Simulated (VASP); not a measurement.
**Hf3N4: relaxation of the atoms with PBE**

The system is Hf3N4.

```
CELL_PARAMETERS angstrom
-3.39459 3.39459 3.39459
3.39459 -3.39459 3.39459
3.39459 3.39459 -3.39459
ATOMIC_POSITIONS crystal
Hf 0.25000 0.62500 0.37500
Hf 0.37500 0.25000 0.62500
Hf 0.75000 0.87500 0.12500
Hf 0.12500 0.75000 0.87500
Hf 0.62500 0.37500 0.25000
Hf 0.87500 0.12500 0.75000
N 0.13556 0.13556 0.13556
N 0.86444 0.50000 0.00000
N 0.50000 0.00000 0.36444
N 0.00000 0.86444 0.50000
N 0.36444 0.50000 0.00000
N 0.63556 0.63556 0.63556
N 0.00000 0.36444 0.50000
N 0.50000 0.00000 0.86444
```

| Property | Result |
| --- | --- |
| Program | VASP 6.6.1 |
| Task | relaxation of the atoms |
| Functional | PBE |
| Potentials or basis | VASP PAW PBE potentials, release 64 (Hf_pv, N) |
| Cutoff | 520 eV |
| k mesh | 6 × 6 × 6 |
| Occupations | fermi-dirac, width 0.02 eV |
| Spin | no spin polarisation |
| Dipole correction | no |
| Further INCAR settings | ALGO = Normal; EDIFF = 1e-07; IBRION = 2; EDIFFG = -0.02; NSW = 80 |

```json
{"Energy gained by relaxing": "4.4 meV/atom", "Ionic steps": "4", "Pressure after relaxing": "-6.4 GPa", "Band gap on the k mesh": "1.04 eV"}
```

Forces in eV/Å, atoms in the order of the input:
```
Hf   0.000  0.000  0.000
Hf   0.000  0.000  0.000
Hf   0.000  0.000  0.000
Hf   0.000  0.000  0.000
Hf   0.000  0.000  0.000
Hf   0.000  0.000  0.000
N    0.002  0.002  0.002
N    0.002 -0.002 -0.002
N   -0.002 -0.002  0.002
N   -0.002  0.002 -0.002
N    0.002 -0.002 -0.002
N    0.002  0.002  0.002
N   -0.002  0.002 -0.002
N   -0.002 -0.002  0.002
```

Step by step:
| step | energy change (eV) | largest force (eV/Å) | pressure (GPa) |
| --- | --- | --- | --- |
| 1 | 0.0000 | 0.2504 | -9.56 |
| 2 | -0.0219 | 0.2020 | -9.01 |
| 3 | -0.0593 | 0.0548 | -7.16 |
| 4 | -0.0621 | 0.0028 | -6.39 |

Final structure:
```
Hf N
1.0
    -3.39459    3.39459    3.39459
     3.39459   -3.39459    3.39459
     3.39459    3.39459   -3.39459
Hf N
6 8
Direct
  0.25000 0.62500 0.37500
  0.37500 0.25000 0.62500
  0.75000 0.87500 0.12500
  0.12500 0.75000 0.87500
  0.62500 0.37500 0.25000
  0.87500 0.12500 0.75000
  0.12505 0.12505 0.12505
  0.87495 0.50000 0.00000
  0.50000 0.00000 0.37495
  0.00000 0.87495 0.50000
  0.37495 0.50000 0.00000
  0.62505 0.62505 0.62505
  0.00000 0.37495 0.50000
  0.50000 0.00000 0.87495
```

Levels at points of the mesh, in eV from the valence-band top:
| k point | band 46 | band 47 | band 48 | band 49 | band 50 | band 51 | band 52 | band 53 | band 54 | band 55 |
| --- | --- | --- | --- | --- | --- | --- | --- | --- | --- | --- |
| (0.00, 0.00, 0.00) | -1.27 | -1.27 | 0.00 | 0.00 | 0.00 | 1.04 | 1.04 | 1.91 | 1.91 | 1.91 |
| (0.50, 0.00, 0.00) | -1.99 | -1.48 | -1.48 | -0.85 | -0.85 | 2.56 | 2.56 | 2.64 | 2.64 | 3.48 |
| (0.50, 0.50, 0.50) | -1.75 | -0.58 | -0.58 | -0.58 | -0.58 | 3.71 | 3.71 | 3.71 | 3.71 | 3.71 |

Wall time 4.1 min on 4 MPI ranks on AMD EPYC 7R13 Processor (Zen 3) (shared host), peak memory 0.37 GiB a rank.

Caveat: spin-orbit coupling is left out, which moves the levels of the heavy elements. A k mesh can miss the band edges.
